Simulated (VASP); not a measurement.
# GaAs (F-43m) in VASP: a series of runs

Runs on GaAs. Level: LDA. Tasks: single point.

Everything below comes from runs of VASP 6.6.1. Logs are shortened: lines on timing, memory, paths and dates and some standing lists are left out, and cuts for length are marked.

## 1. The cell of the first run

Symmetry: F-43m, No. 216, cubic system. The conventional cell has a = 5.597 Å, b = 5.597 Å, c = 5.597 Å, α = 90.00°, β = 90.00°, γ = 90.00°. Ga (site symmetry -43m) has 4 As at 2.42 Å within 3.2 Å. Within 3.2 Å of As (site symmetry -43m) lie 4 Ga at 2.42 Å.

## 2. Single point, LDA (volume scaled by 0.97)

INCAR

```
ALGO = Normal
EDIFF = 1E-7
ENCUT = 520
ISIF = 2
ISMEAR = -1
LASPH = T
LCHARG = F
LREAL = F
LWAVE = F
NBANDS = 16
NELM = 80
PREC = Accurate
SIGMA = 0.05
```

KPOINTS

```
k-points
0
Gamma
  11 11 11
```

POSCAR

```
GaAs
1.0
    0.0000000000      2.7982940072      2.7982940072
    2.7982940072      0.0000000000      2.7982940072
    2.7982940072      2.7982940072      0.0000000000
Ga As
1 1
Direct
    0.0000000000      0.0000000000      0.0000000000
    0.7500000000      0.7500000000      0.7500000000
```

Potentials or basis: VASP PAW LDA potentials, release 64 (Ga_d, As).

Launch:

```sh
$ cat potpaw_LDA.64/Ga_d/POTCAR potpaw_LDA.64/As/POTCAR > POTCAR
$ mpirun -np 1 vasp_std > vasp.out
```

OUTCAR:

```text
EDIFF = 1E-7
   ENCUT = 520
   ISIF = 2
   ISMEAR = -1
   LASPH = T
   LREAL = F
   NELM = 80
   PREC = Accurate

 ion  position               nearest neighbor table
   1  0.000  0.000  0.000-   2 2.42   2 2.42   2 2.42   2 2.42
   2  0.750  0.750  0.750-   1 2.42   1 2.42   1 2.42   1 2.42

  LATTYP: Found a face centered cubic cell.
 ALAT       =     5.5965880144

  Lattice vectors:

 A1 = (   0.0000000000,   2.7982940072,   2.7982940072)
 A2 = (   2.7982940072,   0.0000000000,   2.7982940072)
 A3 = (   2.7982940072,   2.7982940072,   0.0000000000)

Analysis of symmetry for initial positions (statically):
=====================================================================
 Subroutine PRICEL returns:
 Original cell was already a primitive cell.

 Routine SETGRP: Setting up the symmetry group for a
 face centered cubic supercell.

 Subroutine GETGRP returns: Found 24 space group operations
 (whereof 24 operations were pure point group operations)
 out of a pool of 48 trial point group operations.

The static configuration has the point symmetry T_d .

Analysis of symmetry for dynamics (positions and initial velocities):
=====================================================================
 Subroutine PRICEL returns:
 Original cell was already a primitive cell.

 Routine SETGRP: Setting up the symmetry group for a
 face centered cubic supercell.

 Subroutine GETGRP returns: Found 24 space group operations
 (whereof 24 operations were pure point group operations)
 out of a pool of 48 trial point group operations.

The dynamic configuration has the point symmetry T_d .

 Subroutine INISYM returns: Found 24 space group operations
 (whereof 24 operations are pure point group operations),
 and found     1 'primitive' translations

----------------------------------------------------------------------------------------

                                     Primitive cell

  volume of cell :      43.8238

  direct lattice vectors                    reciprocal lattice vectors
     0.000000000  2.798294007  2.798294007    -0.178680295  0.178680295  0.178680295
     2.798294007  0.000000000  2.798294007     0.178680295 -0.178680295  0.178680295
     2.798294007  2.798294007  0.000000000     0.178680295  0.178680295 -0.178680295

  length of vectors
     3.957385336  3.957385336  3.957385336     0.309483350  0.309483350  0.309483350

  position of ions in fractional coordinates (direct lattice)
[... 72 lines left out ...]
   ICHARG =      2    charge: 1-file 2-atom 10-const
   ISPIN  =      1    spin polarized calculation?
   LNONCOLLINEAR =      F non collinear calculations
   LSORBIT =      F    spin-orbit coupling
   LASPH  =      T    aspherical Exc in radial PAW
   ENCUT  =  520.0 eV  38.22 Ry    6.18 a.u.   7.36  7.36  7.36*2*pi/ulx,y,z
   NELM   =     80;   NELMIN=  2; NELMDL= -5     # of ELM steps
   EDIFF  = 0.1E-06   stopping-criterion for ELM
   LREAL  =      F    real-space projection
   EDIFFG = 0.1E-05   stopping-criterion for IOM
   NSW    =      0    number of steps for IOM
   IBRION =     -1    ionic relax: 0-MD 1-quasi-New 2-CG
   NFREE  =      0    steps in history (QN), initial steepest desc. (CG)
   ISIF   =      2    stress and relaxation
   ISYM   =      2    0-nonsym 1-usesym 2-fastsym
   POTIM  = 0.5000    time-step for ionic-motion
   TEBEG  =    0.0;   TEEND  =   0.0 temperature during run
   PSTRESS=    0.0 pullay stress
   NELECT =      18.0000    total number of electrons
   NUPDOWN=      -1.0000    fix difference up-down
   EMIN   =  10.00;   EMAX   =-10.00  energy-range for DOS
   EFERMI =   0.00;   METHOD = LEGACY
   ISMEAR =    -1;   SIGMA  =   0.05  broadening in eV -4-tet -1-fermi 0-gaus
   EFERMI_NEDOS =   21; number of points for ismear=-14 and -15
   IALGO  =     38    algorithm
   IMIX   =      4    mixing-type and parameters
     AMIX     =   0.40;   BMIX     =  1.00
     AMIX_MAG =   1.60;   BMIX_MAG =  1.00
  volume/ion in A,a.u.               =      21.91       147.87
  Fermi-wavevector in a.u.,A,eV,Ry     =   1.216921  2.299647 20.148817  1.480896
  Thomas-Fermi vector in A             =   2.352259
   LORBIT       =      0    0 simple, 1 ext, 2 COOP (PROOUT), +10 PAW based schemes
   GGA     = CA    functional components
   LHFCALC =     F    Hartree Fock is set to
   AEXX    =    0.0000 exact exchange contribution
   IVDW    =     0    specifies the selected vdW correction
   LEPSILON=     F    determine dielectric tensor
   LRPA    =     F    only Hartree local field effects (RPA)
 non-spin polarized calculation
  energy-cutoff  :      520.00
  volume of cell :       43.82
 maximum number of plane-waves:      1243
 NGX is ok and might be reduce to    30
   NGX = 15   NGY = 15   NGZ = 15

 number of electron      18.0000014 magnetization

 Free energy of the ion-electron system (eV)
  ---------------------------------------------------
  ext. energy  EPLUGINS =         0.00000000
  ---------------------------------------------------
  free energy    TOTEN  =        -9.64123028 eV

  energy without entropy =       -9.64122205  energy(sigma->0) =       -9.64122617

 E-fermi :   4.4156     XC(G=0): -10.0474

 val. band max:        4.0956518496   @ k =   0.0000   0.0000   0.0000
 cond. band min:       4.6588892793   @ k =   0.0000   0.0000   0.0000
 fundamental gap:      0.5632374297
 Fermi energy:         4.4155676124

 k-point     1 :       0.0000    0.0000    0.0000
  band No.  band energies     occupation
      1     -10.8897      2.00000
      2     -10.8897      2.00000
      3     -10.8897      2.00000
      4     -10.8039      2.00000
      5     -10.8039      2.00000
      6      -8.8912      2.00000
[... 433 lines left out ...]
      3     -10.8706      2.00000
      4     -10.8074      2.00000
      5     -10.8018      2.00000
      6      -7.8901      2.00000
[... 8 lines left out ...]
     15      14.3279      0.00000
     16      15.0639      0.00000

 [... further k-points ...]
[... 5 lines left out ...]
  --------------------------------------------------------------------------------------
  -------------------------------------------------------------------------------------
  Total        0.1614036      0.1614036      0.1614036      0.0000000      0.0000000     -0.0000000
  in kB        5.9008391      5.9008391      5.9008391      0.0000000      0.0000000     -0.0000000
  external PRESSURE =       5.9008391 kB  Pullay stress =       0.0000000 kB

 VOLUME and BASIS-vectors are now :
 -----------------------------------------------------------------------------
  energy-cutoff  :      520.00
  volume of cell :       43.82
      direct lattice vectors                 reciprocal lattice vectors
     0.000000000  2.798294007  2.798294007    -0.178680295  0.178680295  0.178680295
     2.798294007  0.000000000  2.798294007     0.178680295 -0.178680295  0.178680295
     2.798294007  2.798294007  0.000000000     0.178680295  0.178680295 -0.178680295

 POSITION                                       TOTAL-FORCE (eV/Angst)
 -----------------------------------------------------------------------------------
      0.00000      0.00000      0.00000        -0.000000     -0.000000      0.000000
      4.19744      4.19744      4.19744         0.000000      0.000000     -0.000000
 -----------------------------------------------------------------------------------
    total drift:                                0.000001      0.000001      0.000000

  FREE ENERGIE OF THE ION-ELECTRON SYSTEM (eV)
  ---------------------------------------------------
  free  energy   TOTEN  =        -9.6412302849 eV

  energy  without entropy=       -9.6412220495  energy(sigma->0) =       -9.64122617
```

OSZICAR:

```text
N       E                     dE             d eps       ncg     rms          rms(c)
DAV:   1     0.855441296909E+02    0.85544E+02   -0.90665E+03  1832   0.157E+03
DAV:   2    -0.311154362265E+01   -0.88656E+02   -0.85082E+02  2096   0.318E+02
DAV:   3    -0.977212904647E+01   -0.66606E+01   -0.66414E+01  2144   0.676E+01
DAV:   4    -0.987589954350E+01   -0.10377E+00   -0.10375E+00  2272   0.931E+00
DAV:   5    -0.987739592444E+01   -0.14964E-02   -0.14963E-02  2224   0.100E+00    0.309E+00
DAV:   6    -0.968750194494E+01    0.18989E+00   -0.21782E-01  2776   0.836E+00    0.181E+00
DAV:   7    -0.964443172464E+01    0.43070E-01   -0.65825E-02  2520   0.192E+00    0.524E-01
DAV:   8    -0.964125366351E+01    0.31781E-02   -0.91261E-03  2192   0.105E+00    0.114E-01
DAV:   9    -0.964122051705E+01    0.33146E-04   -0.68466E-04  2216   0.316E-01    0.403E-02
DAV:  10    -0.964122563533E+01   -0.51183E-05   -0.42885E-05  2760   0.729E-02    0.212E-02
DAV:  11    -0.964123041996E+01   -0.47846E-05   -0.70890E-06  2032   0.406E-02    0.284E-03
DAV:  12    -0.964123028358E+01    0.13638E-06   -0.55721E-07  2280   0.112E-02    0.211E-03
DAV:  13    -0.964123028492E+01   -0.13356E-08   -0.76992E-08  1592   0.239E-03
   1 F= -.96412303E+01 E0= -.96412262E+01  d E =-.823539E-05
```

stdout:

```text
POSCAR found type information on POSCAR GaAs
 POSCAR found :  2 types and       2 ions
 scaLAPACK will be used
 LDA part: xc-table for (Slater(with rela. corr.)+CA(PZ))
 , standard interpolation
 POSCAR, INCAR and KPOINTS ok, starting setup
 FFT: planning ... GRIDC
 FFT: planning ... GRID_SOFT
 FFT: planning ... GRID
 WAVECAR not read
 entering main loop
```

It took 20 s on 1 thread of Intel Xeon 6975P-C (Granite Rapids), shared host; peak memory 0.17 GiB.

Results:

* Free energy: -9.6412 eV
* Pressure: 0.6 GPa
* Band gap on the k mesh: 0.56 eV, direct

 A k mesh can miss the band edges.

## 3. Single point, LDA (volume scaled by 1.03)

INCAR

```
SYSTEM = GaAs
PREC = Accurate ; ENCUT = 520
EDIFF = 1E-6 ; ISMEAR = -1
SIGMA = 0.05 ; LREAL = .False.
LASPH = .True. ; NELM = 80
ALGO = Normal ; ISIF = 2
LWAVE = .False. ; LCHARG = .False.
GGA = CA ; NBANDS = 16
```

KPOINTS

```
Automatic mesh
0
Gamma
  11 11 11
  0 0 0
```

POSCAR

```
GaAs
1.0
    0.0000000000      2.8548404342      2.8548404342
    2.8548404342      0.0000000000      2.8548404342
    2.8548404342      2.8548404342      0.0000000000
Ga As
1 1
Direct
    0.0000000000      0.0000000000      0.0000000000
    0.7500000000      0.7500000000      0.7500000000
```

Potentials or basis: VASP PAW LDA potentials, release 64 (Ga_d, As).

Launch:

```sh
$ cat potpaw_LDA.64/Ga_d/POTCAR potpaw_LDA.64/As/POTCAR > POTCAR
$ mpirun -np 1 vasp_std > vasp.out
```

OUTCAR:

```text
SYSTEM = GaAs
   PREC = Accurate
   ENCUT = 520
   EDIFF = 1E-6
   ISMEAR = -1
   LREAL = .False.
   LASPH = .True.
   NELM = 80
   ISIF = 2
   GGA = CA

 ion  position               nearest neighbor table
   1  0.000  0.000  0.000-   2 2.47   2 2.47   2 2.47   2 2.47
   2  0.750  0.750  0.750-   1 2.47   1 2.47   1 2.47   1 2.47

  LATTYP: Found a face centered cubic cell.
 ALAT       =     5.7096808684

  Lattice vectors:

 A1 = (   0.0000000000,   2.8548404342,   2.8548404342)
[... 625 lines left out ...]
      3     -11.3372      2.00000
      4     -11.2843      2.00000
      5     -11.2797      2.00000
      6      -8.1203      2.00000
[... 8 lines left out ...]
     15      13.4830      0.00000
     16      14.1529      0.00000

 [... further k-points ...]
[... 5 lines left out ...]
  --------------------------------------------------------------------------------------
  -------------------------------------------------------------------------------------
  Total       -0.9923594     -0.9923594     -0.9923594      0.0000000      0.0000000      0.0000000
  in kB      -34.1667811    -34.1667811    -34.1667811      0.0000000      0.0000000      0.0000000
  external PRESSURE =     -34.1667811 kB  Pullay stress =       0.0000000 kB

 VOLUME and BASIS-vectors are now :
 -----------------------------------------------------------------------------
  energy-cutoff  :      520.00
  volume of cell :       46.53
      direct lattice vectors                 reciprocal lattice vectors
     0.000000000  2.854840434  2.854840434    -0.175141137  0.175141137  0.175141137
     2.854840434  0.000000000  2.854840434     0.175141137 -0.175141137  0.175141137
     2.854840434  2.854840434  0.000000000     0.175141137  0.175141137 -0.175141137

 POSITION                                       TOTAL-FORCE (eV/Angst)
 -----------------------------------------------------------------------------------
      0.00000      0.00000      0.00000         0.000000      0.000000      0.000000
      4.28226      4.28226      4.28226        -0.000000     -0.000000     -0.000000
 -----------------------------------------------------------------------------------
    total drift:                               -0.000000     -0.000000     -0.000000

  FREE ENERGIE OF THE ION-ELECTRON SYSTEM (eV)
  ---------------------------------------------------
  free  energy   TOTEN  =        -9.6153724494 eV

  energy  without entropy=       -9.6151546773  energy(sigma->0) =       -9.61526356
```

OSZICAR:

```text
N       E                     dE             d eps       ncg     rms          rms(c)
DAV:   1     0.833182850853E+02    0.83318E+02   -0.88044E+03  1832   0.153E+03
DAV:   2    -0.299550127257E+01   -0.86314E+02   -0.82288E+02  2040   0.316E+02
DAV:   3    -0.972190662131E+01   -0.67264E+01   -0.67031E+01  2200   0.673E+01
DAV:   4    -0.982909912503E+01   -0.10719E+00   -0.10717E+00  2248   0.940E+00
DAV:   5    -0.983062276714E+01   -0.15236E-02   -0.15236E-02  2208   0.997E-01    0.288E+00
DAV:   6    -0.965587509938E+01    0.17475E+00   -0.21337E-01  2776   0.780E+00    0.168E+00
DAV:   7    -0.961869292797E+01    0.37182E-01   -0.56735E-02  2592   0.171E+00    0.517E-01
DAV:   8    -0.961537608859E+01    0.33168E-02   -0.82700E-03  2160   0.986E-01    0.924E-02
DAV:   9    -0.961536052657E+01    0.15562E-04   -0.64977E-04  2248   0.328E-01    0.420E-02
DAV:  10    -0.961536754396E+01   -0.70174E-05   -0.36781E-05  2608   0.565E-02    0.219E-02
DAV:  11    -0.961537258013E+01   -0.50362E-05   -0.68315E-06  2088   0.405E-02    0.215E-03
DAV:  12    -0.961537244938E+01    0.13075E-06   -0.43918E-07  1472   0.100E-02
   1 F= -.96153724E+01 E0= -.96152636E+01  d E =-.217772E-03
```

It took 20 s on 1 thread of Intel Xeon 6975P-C (Granite Rapids), shared host; peak memory 0.17 GiB.

What came out:

- Free energy: -9.6154 eV
- Pressure: -3.4 GPa
- Band gap on the k mesh: 0.11 eV, direct

Levels at points of the mesh, in eV from the valence-band top:
| k point | band 5 | band 6 | band 7 | band 8 | band 9 | band 10 | band 11 | band 12 | band 13 | band 14 |
| --- | --- | --- | --- | --- | --- | --- | --- | --- | --- | --- |
| (0.00, 0.00, 0.00) | -14.80 | -12.56 | 0.00 | 0.00 | 0.00 | 0.11 | 3.67 | 3.67 | 3.67 | 7.25 |
